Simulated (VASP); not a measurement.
# In8P7 (a cell with a defect) in VASP: single point with PBE

Aim: the single point of In8P7 (a cell with a defect) with PBE.

Program: VASP 6.6.1. These are calculated values, not measurements. Logs are shortened: lines on timing, memory, paths and dates and some standing lists are left out, and cuts for length are marked.

## (1) The cell of the first run

The cell holds a defect, 15 atoms: a = 8.193 Å, b = 8.193 Å, c = 8.193 Å, α = 60.00°, β = 60.00°, γ = 60.00°.

## (2) Single point, PBE

INCAR reads:

```
PREC = Accurate
ENCUT = 520
EDIFF = 1E-7
ISMEAR = -1
SIGMA = 0.1
LREAL = Auto
LASPH = True
NELM = 80
ALGO = Normal
ISIF = 2
LWAVE = False
LCHARG = False
GGA = PE
NBANDS = 82
```

KPOINTS reads:

```
Automatic mesh
0
Gamma
  2 2 2
```

POSCAR reads:

```
In8P7
1.0
    0.0000000000      5.7931160000      5.7931160000
    5.7931160000      0.0000000000      5.7931160000
    5.7931160000      5.7931160000      0.0000000000
P In
7 8
Direct
    0.0884060495      0.1496571966      0.1463543109
    0.1311703408      0.1083142475      0.6291251548
    0.1222595922      0.6308696391      0.1253265082
    0.1648335714      0.6210628270      0.5865523839
    0.6166062444      0.1471947912      0.1486204488
    0.6438681704      0.6990063724      0.0151046518
    0.6282783738      0.6166998037      0.5908002705
   -0.0055892200      0.0084060115      0.0038583726
   -0.0567755764      0.0009451735      0.5356520567
    0.0138449670      0.5242500754     -0.0347230230
    0.0025841015      0.4872357122      0.5086404277
    0.4572810211      0.0324528285      0.0535642649
    0.5195564011     -0.0034540133      0.5374709396
    0.4975596035      0.5221120205     -0.0304493299
    0.5545048640      0.4528405784      0.4387754362
```

Potentials or basis: VASP PAW PBE potentials, release 64 (P, In_d).

On the command line:

```sh
cat potpaw_PBE.64/P/POTCAR potpaw_PBE.64/In_d/POTCAR > POTCAR
mpirun -np 1 vasp_std > vasp.out
```

OUTCAR:

```text
PREC = Accurate
   ENCUT = 520
   EDIFF = 1E-7
   ISMEAR = -1
   LREAL = Auto
   LASPH = True
   NELM = 80
   ISIF = 2
   GGA = PE

 ion  position               nearest neighbor table
   1  0.088  0.150  0.146-  12 2.48   8 2.54  10 2.54   9 2.62
   2  0.131  0.108  0.629-   8 2.51  11 2.54  13 2.63   9 2.63
   3  0.122  0.631  0.125-  14 2.52  10 2.52   8 2.53  11 2.57
   4  0.165  0.621  0.587-  11 2.53  10 2.54  15 2.64   9 2.64
   5  0.617  0.147  0.149-  12 2.48   8 2.54  14 2.54  13 2.61
   6  0.644  0.699  0.015-  12 2.47  14 2.53  10 2.53  15 2.93
   7  0.628  0.617  0.591-  11 2.53  14 2.55  13 2.63  15 2.64
   8  0.994  0.008  0.004-   2 2.51   3 2.53   1 2.54   5 2.54  11 3.99
   9  0.943  0.001  0.536-   1 2.62   2 2.63   4 2.64  13 3.48  15 3.50  10 3.74
  10  0.014  0.524  0.965-   3 2.52   6 2.53   4 2.54   1 2.54   9 3.74  15 3.86  12 3.88  11 3.95
                            14 3.97
  11  0.003  0.487  0.509-   7 2.53   4 2.53   2 2.54   3 2.57  10 3.95  14 3.97   8 3.99
  12  0.457  0.032  0.054-   6 2.47   1 2.48   5 2.48  14 3.87  10 3.88
  13  0.520  0.997  0.537-   5 2.61   2 2.63   7 2.63   9 3.48  15 3.54  14 3.74
  14  0.498  0.522  0.970-   3 2.52   6 2.53   5 2.54   7 2.55  13 3.74  15 3.83  12 3.87  11 3.97
                            10 3.97
  15  0.555  0.453  0.439-   7 2.64   4 2.64   6 2.93   9 3.50  13 3.54  14 3.83  10 3.86

  LATTYP: Found a face centered cubic cell.
 ALAT       =    11.5862320000

  Lattice vectors:

 A1 = (   0.0000000000,   5.7931160000,   5.7931160000)
 A2 = (   5.7931160000,   0.0000000000,   5.7931160000)
 A3 = (   5.7931160000,   5.7931160000,   0.0000000000)

Analysis of symmetry for initial positions (statically):
=====================================================================
 Subroutine PRICEL returns:
 Original cell was already a primitive cell.

 Routine SETGRP: Setting up the symmetry group for a
 face centered cubic supercell.

 Subroutine GETGRP returns: Found  1 space group operations
 (whereof  1 operations were pure point group operations)
 out of a pool of 48 trial point group operations.

The static configuration has the point symmetry C_1 .

Analysis of symmetry for dynamics (positions and initial velocities):
=====================================================================
 Subroutine PRICEL returns:
 Original cell was already a primitive cell.

 Routine SETGRP: Setting up the symmetry group for a
 face centered cubic supercell.

 Subroutine GETGRP returns: Found  1 space group operations
 (whereof  1 operations were pure point group operations)
 out of a pool of 48 trial point group operations.

The dynamic configuration has the point symmetry C_1 .

 Subroutine INISYM returns: Found  1 space group operations
 (whereof  1 operations are pure point group operations),
 and found     1 'primitive' translations

----------------------------------------------------------------------------------------

                                     Primitive cell

  volume of cell :     388.8362

  direct lattice vectors                    reciprocal lattice vectors
     0.000000000  5.793116000  5.793116000    -0.086309337  0.086309337  0.086309337
     5.793116000  0.000000000  5.793116000     0.086309337 -0.086309337  0.086309337
     5.793116000  5.793116000  0.000000000     0.086309337  0.086309337 -0.086309337

  length of vectors
     8.192703216  8.192703216  8.192703216     0.149492157  0.149492157  0.149492157

  position of ions in fractional coordinates (direct lattice)
     0.088406050  0.149657197  0.146354311
     0.131170341  0.108314247  0.629125155
     0.122259592  0.630869639  0.125326508
     0.164833571  0.621062827  0.586552384
     0.616606244  0.147194791  0.148620449
     0.643868170  0.699006372  0.015104652
     0.628278374  0.616699804  0.590800270
     0.994410780  0.008406011  0.003858373
     0.943224424  0.000945173  0.535652057
     0.013844967  0.524250075  0.965276977
     0.002584101  0.487235712  0.508640428
     0.457281021  0.032452828  0.053564265
     0.519556401  0.996545987  0.537470940
     0.497559604  0.522112021  0.969550670
     0.554504864  0.452840578  0.438775436

  ion indices of the primitive-cell ions
   primitive index   ion index
                 1           1
                 2           2
                 3           3
                 4           4
                 5           5
                 6           6
                 7           7
                 8           8
                 9           9
                10          10
                11          11
                12          12
                13          13
                14          14
                15          15

----------------------------------------------------------------------------------------

 KPOINTS: Automatic mesh

Automatic generation of k-mesh.
 Grid dimensions read from file:
 generate k-points for:    2    2    2

 Generating k-lattice:

  Cartesian coordinates                     Fractional coordinates (reciprocal lattice)
    -0.043154668  0.043154668  0.043154668     0.500000000  0.000000000  0.000000000
     0.043154668 -0.043154668  0.043154668     0.000000000  0.500000000  0.000000000
     0.043154668  0.043154668 -0.043154668     0.000000000  0.000000000  0.500000000

  Length of vectors
     0.074746078  0.074746078  0.074746078

  Shift w.r.t. Gamma in fractional coordinates (k-lattice)
     0.000000000  0.000000000  0.000000000

 Subroutine IBZKPT returns following result:
 ===========================================

 Found      8 irreducible k-points:

 Following reciprocal coordinates:
            Coordinates               Weight
  0.000000  0.000000  0.000000      1.000000
  0.500000  0.000000  0.000000      1.000000
  0.000000  0.500000  0.000000      1.000000
  0.000000  0.000000  0.500000      1.000000
  0.500000  0.500000  0.500000      1.000000
  0.500000  0.500000  0.000000      1.000000
  0.000000  0.500000  0.500000      1.000000
  0.500000  0.000000  0.500000      1.000000
   k-points           NKPTS =      8   k-points in BZ     NKDIM =      8   number of bands    NBANDS=     82
   number of dos      NEDOS =    301   number of ions     NIONS =     15
   total plane-waves  NPLWV = 262144
   dimension x,y,z NGX =    64 NGY =   64 NGZ =   64
   dimension x,y,z NGXF=   128 NGYF=  128 NGZF=  128
   ions per type =               7   8
   NGX,Y,Z   is equivalent  to a cutoff of  12.99, 12.99, 12.99 a.u.
   NGXF,Y,Z  is equivalent  to a cutoff of  25.97, 25.97, 25.97 a.u.
 SYSTEM =  unknown system
   PREC   = accura    normal or accurate (medium, high low for compatibility)
   ISTART =      0    job   : 0-new  1-cont  2-samecut
   ICHARG =      2    charge: 1-file 2-atom 10-const
   ISPIN  =      1    spin polarized calculation?
   LNONCOLLINEAR =      F non collinear calculations
   LSORBIT =      F    spin-orbit coupling
   LASPH  =      T    aspherical Exc in radial PAW
   ENCUT  =  520.0 eV  38.22 Ry    6.18 a.u.  15.23 15.23 15.23*2*pi/ulx,y,z
   NELM   =     80;   NELMIN=  2; NELMDL= -5     # of ELM steps
   EDIFF  = 0.1E-06   stopping-criterion for ELM
   LREAL  =      T    real-space projection
   EDIFFG = 0.1E-05   stopping-criterion for IOM
   NSW    =      0    number of steps for IOM
   IBRION =     -1    ionic relax: 0-MD 1-quasi-New 2-CG
   NFREE  =      0    steps in history (QN), initial steepest desc. (CG)
   ISIF   =      2    stress and relaxation
   ISYM   =      2    0-nonsym 1-usesym 2-fastsym
   POTIM  = 0.5000    time-step for ionic-motion
   TEBEG  =    0.0;   TEEND  =   0.0 temperature during run
   PSTRESS=    0.0 pullay stress
   NELECT =     139.0000    total number of electrons
   NUPDOWN=      -1.0000    fix difference up-down
   EMIN   =  10.00;   EMAX   =-10.00  energy-range for DOS
   EFERMI =   0.00;   METHOD = LEGACY
   ISMEAR =    -1;   SIGMA  =   0.10  broadening in eV -4-tet -1-fermi 0-gaus
   EFERMI_NEDOS =   21; number of points for ismear=-14 and -15
   IALGO  =     38    algorithm
   IMIX   =      4    mixing-type and parameters
     AMIX     =   0.40;   BMIX     =  1.00
     AMIX_MAG =   1.60;   BMIX_MAG =  1.00
  volume/ion in A,a.u.               =      25.92       174.93
  Fermi-wavevector in a.u.,A,eV,Ry     =   1.161870  2.195616 18.367075  1.349942
  Thomas-Fermi vector in A             =   2.298437
   LORBIT       =      0    0 simple, 1 ext, 2 COOP (PROOUT), +10 PAW based schemes
   GGA     = PE    functional components
   LHFCALC =     F    Hartree Fock is set to
   AEXX    =    0.0000 exact exchange contribution
   IVDW    =     0    specifies the selected vdW correction
   LEPSILON=     F    determine dielectric tensor
   LRPA    =     F    only Hartree local field effects (RPA)
 non-spin polarized calculation
  energy-cutoff  :      520.00
  volume of cell :      388.84
 maximum number of plane-waves:     10489
 NGX is ok and might be reduce to    64
   NGX = 31   NGY = 31   NGZ = 31

 number of electron     139.0000004 magnetization

 Free energy of the ion-electron system (eV)
  ---------------------------------------------------
  ext. energy  EPLUGINS =         0.00000000
  ---------------------------------------------------
  free energy    TOTEN  =       -58.72997687 eV

  energy without entropy =      -58.59313092  energy(sigma->0) =      -58.66155389

 E-fermi :   5.0096     XC(G=0):  -9.2782

 val. band max:        4.9080821591   @ k =   0.0000   0.0000   0.0000
 cond. band min:       5.5785800429   @ k =   0.0000   0.0000   0.5000
 fundamental gap:      0.6704978839
 Fermi energy:         5.0095781745

 k-point     1 :       0.0000    0.0000    0.0000
  band No.  band energies     occupation
      1      -9.5316      2.00000
      2      -9.5042      2.00000
      3      -9.4846      2.00000
      4      -9.3773      2.00000
      5      -9.3676      2.00000
      6      -9.3020      2.00000
[... 73 lines left out ...]
     80       8.3240      0.00000
     81       8.4345      0.00000

 k-point     2 :       0.5000    0.0000    0.0000
  band No.  band energies     occupation
      1      -9.5289      2.00000
      2      -9.4976      2.00000
      3      -9.4739      2.00000
      4      -9.3779      2.00000
      5      -9.3659      2.00000
      6      -9.2854      2.00000
[... 73 lines left out ...]
     80       8.9158      0.00000
     81       9.1797      0.00000
[... 418 lines left out ...]
     80       9.1161      0.00000
     81       9.3711      0.00000

 k-point     8 :       0.5000    0.0000    0.5000
  band No.  band energies     occupation
      1      -9.5289      2.00000
      2      -9.4971      2.00000
      3      -9.4725      2.00000
      4      -9.3780      2.00000
      5      -9.3657      2.00000
      6      -9.2814      2.00000
[... 73 lines left out ...]
     80       9.0090      0.00000
     81       9.2738      0.00000
 [bands above 81 left out]

------------------------ aborting loop because EDIFF is reached ----------------------------------------

  FORCE on cell =-STRESS in cart. coord.  units (eV):
  Direction    XX          YY          ZZ          XY          YZ          ZX
  --------------------------------------------------------------------------------------
  -------------------------------------------------------------------------------------
  Total        6.1118955      5.0554447      5.0572526      0.4112047      0.4677573     -0.3978300
  in kB       25.1837171     20.8306720     20.8381210      1.6943457      1.9273672     -1.6392358
  external PRESSURE =      22.2841700 kB  Pullay stress =       0.0000000 kB

 VOLUME and BASIS-vectors are now :
 -----------------------------------------------------------------------------
  energy-cutoff  :      520.00
  volume of cell :      388.84
      direct lattice vectors                 reciprocal lattice vectors
     0.000000000  5.793116000  5.793116000    -0.086309337  0.086309337  0.086309337
     5.793116000  0.000000000  5.793116000     0.086309337 -0.086309337  0.086309337
     5.793116000  5.793116000  0.000000000     0.086309337  0.086309337 -0.086309337

 POSITION                                       TOTAL-FORCE (eV/Angst)
 -----------------------------------------------------------------------------------
      1.71483      1.35999      1.37913        -0.063088     -0.031564      0.049834
      4.27207      4.40448      1.38736        -0.071562     -0.030121      0.027060
      4.38073      1.43429      4.36296         0.008832     -0.009410      0.004426
      6.99586      4.35287      4.55279         0.044123     -0.100599      0.056829
      1.71369      4.43305      4.42479        -0.060740     -0.053540      0.037942
      4.13693      3.81751      7.77943         0.179753      0.552334     -0.551545
      6.99519      7.06226      7.21230         0.044517     -0.068884      0.109275
      0.07105      5.78309      5.80943        -0.057493     -0.057569      0.060659
      3.10857      8.56730      5.46968         0.078373     -0.177331     -0.036643
      8.62900      5.67217      3.11725        -0.122209      0.056488      0.109232
      5.76923      2.96158      2.83758        -0.002391      0.026366     -0.017519
      0.49831      2.95939      2.83708        -0.017628      0.025192     -0.027003
      8.88674      6.12348      8.78296         0.089689      0.028552      0.188525
      8.64137      8.49914      5.90708        -0.131577     -0.114583     -0.056901
      5.16524      5.75419      5.83567         0.081402     -0.045331      0.045829
 -----------------------------------------------------------------------------------
    total drift:                               -0.007194      0.034420      0.024440

  FREE ENERGIE OF THE ION-ELECTRON SYSTEM (eV)
  ---------------------------------------------------
  free  energy   TOTEN  =       -58.7299768652 eV

  energy  without entropy=      -58.5931309186  energy(sigma->0) =      -58.66155389
```

It took 5.1 min on 1 thread of Intel Xeon 6975P-C (Granite Rapids), shared host; peak memory 0.61 GiB.

What came out:

```
Free energy            : -58.7300 eV
Pressure               : 2.2 GPa
Largest force          : 0.801 eV/Å
Band gap on the k mesh : zero (an odd number of electrons rules out a gap without spin polarisation)
```

Forces in eV/Å, atoms in the order of the input:
```
P   -0.063 -0.032  0.050
P   -0.072 -0.030  0.027
P    0.009 -0.009  0.004
P    0.044 -0.101  0.057
P   -0.061 -0.054  0.038
P    0.180  0.552 -0.552
P    0.045 -0.069  0.109
In  -0.057 -0.058  0.061
In   0.078 -0.177 -0.037
In  -0.122  0.056  0.109
In  -0.002  0.026 -0.018
In  -0.018  0.025 -0.027
In   0.090  0.029  0.189
In  -0.132 -0.115 -0.057
In   0.081 -0.045  0.046
```

Levels at points of the mesh, in eV from the Fermi level:
```csv
k point,band 66,band 67,band 68,band 69,band 70,band 71,band 72,band 73,band 74,band 75
"(0.00, 0.00, 0.00)",-0.66,-0.15,-0.14,-0.10,1.34,1.42,1.53,1.69,1.81,1.89
"(0.50, 0.00, 0.00)",-0.94,-0.84,-0.39,-0.30,-0.14,1.52,2.00,2.11,2.38,2.55
"(0.00, 0.50, 0.00)",-0.98,-0.92,-0.50,-0.34,-0.12,1.75,2.07,2.12,2.21,2.50
"(0.00, 0.00, 0.50)",-0.80,-0.74,-0.62,-0.46,0.57,1.52,2.01,2.10,2.34,2.52
"(0.50, 0.50, 0.50)",-0.95,-0.84,-0.38,-0.31,-0.14,1.54,2.00,2.11,2.37,2.55
"(0.50, 0.50, 0.00)",-1.01,-0.92,-0.69,-0.51,-0.13,1.22,1.82,2.56,2.90,2.93
"(0.00, 0.50, 0.50)",-0.99,-0.80,-0.79,-0.66,-0.18,1.58,1.65,2.55,2.80,2.99
"(0.50, 0.00, 0.50)",-1.02,-0.92,-0.70,-0.48,-0.15,1.19,1.84,2.57,2.91,2.95
```

Caveat: the k points lie up to 0.47 Å⁻¹ apart, too coarse for converged energies and pressures of a metal; spin-orbit coupling is left out, which moves the levels of the heavy elements.
